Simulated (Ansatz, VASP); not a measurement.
One calculation of O, two programs

POSCAR

```
O
1.0
    0.0000000000      1.8898850000      3.8988370000
    1.5017730000      0.0000000000      3.8988370000
    1.5017730000      1.8898850000      0.0000000000
O
2
Direct
    0.5789020000      0.5789020000      0.4210980000
    0.4210980000      0.4210980000      0.5789020000
```

Contents of INCAR.step1:

```
SYSTEM = O
ALGO = Normal ; EDIFF = 1E-4
ENCUT = 520 ; GGA = PE
ISMEAR = -1 ; LASPH = .TRUE.
LCHARG = .FALSE. ; LREAL = .FALSE.
LWAVE = .TRUE. ; NBANDS = 13
NELM = 60 ; PREC = Accurate
SIGMA = 0.05
```

File INCAR.step2:

```
SYSTEM = O
ALGO = Normal ; EDIFF = 1E-6
ENCUT = 520 ; ISIF = 2
ISMEAR = -1 ; ISTART = 1
LASPH = .TRUE. ; LCHARG = .FALSE.
LMIXTAU = .TRUE. ; LREAL = .FALSE.
LWAVE = .FALSE. ; METAGGA = R2SCAN
NBANDS = 13 ; NELM = 60
PREC = Accurate ; SIGMA = 0.05
```

File KPOINTS:

```
k-points
0
G
  7 7 7
  0 0 0
```

The input input.yaml:

```yaml
crystal:
  lattice:
    - [0.0, 1.889885, 3.898837]
    - [1.501773, 0.0, 3.898837]
    - [1.501773, 1.889885, 0.0]
  atoms:
    - { symbol: O, position: [0.578902, 0.578902, 0.421098] }
    - { symbol: O, position: [0.421098, 0.421098, 0.578902] }
hamiltonian:
  xc: r2scan
  pseudopotentials: { kind: paw }
kpoints:
  mp_grid: { grid: [7, 7, 7] }
scf:
  occupations: { method: fermi_dirac, width: 0.05 }
output:
  forces: true
  stress: true
  eigenvalues: true
```

Alike in both runs: task single point; functional r2SCAN; k mesh 7 × 7 × 7; occupations fermi-dirac, width 0.05 eV; no spin polarisation.

|  | VASP | Ansatz |
| --- | --- | --- |
| version | VASP 6.6.1 | Ansatz 0.2.0 |
| potentials or method | VASP PAW PBE potentials, release 64 (O) | Ansatz PAW |
| plane-wave cutoff (eV) | 520 | 500 |
| valence electrons in the cell | 12 | 12 |

```csv
,VASP,Ansatz,Ansatz less VASP
gap on the k mesh at the Fermi level (eV),none,none,-
pressure (GPa),-4.3,-7.5,-3.17
"traceless stress, the component that is largest in VASP (GPa)",-2.44,-9.52,-7.084
rms of the force components (eV/Å),0.412,1.111,+0.6990
```

VASP's potentials were made for PBE, not for r2SCAN. Atom by atom the forces differ by 0.699 eV/Å (rms over components). A gap of «none» marks a metal or a gap that the smearing closes. The functional is the same, so the differences come from potentials, cutoffs and numerics.

The k mesh is coarse, so the values compare programs but aren't converged. Noted on VASP's run: the standard files for N, O and F lose accuracy on very short bonds; spin is off for a triplet molecule. Noted on Ansatz's run: spin is off for a triplet molecule.
